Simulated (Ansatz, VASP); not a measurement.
# One calculation of Ca, two programs

```
Ca
1.0
     2.92004    0.00000    0.00000
     0.00000    2.92004    0.00000
     0.00000    0.00000    2.92004
Ca
1
Direct
  0.00000 0.00000 0.00000
```

Change from the starting cell: volume scaled by 0.6, crystal datasets.

Alike in both runs: task single point; functional PBEsol; k mesh 11 × 11 × 11; occupations fermi-dirac, width 0.08 eV; no spin polarisation.

```csv
,VASP,Ansatz
version,VASP 6.6.1,Ansatz 0.2.0
potentials or method,"VASP PAW PBE potentials, release 64 (Ca_sv), cutoff 520 eV","all-electron PAW with datasets made for the crystal, scalar-relativistic"
```

```tsv
	VASP	Ansatz	Ansatz less VASP
pressure (GPa)	13.1	12.9	-0.13
```

VASP's potentials were made for PBE, not for PBEsol. Ansatz ran all-electron here, and VASP with PAW potentials.
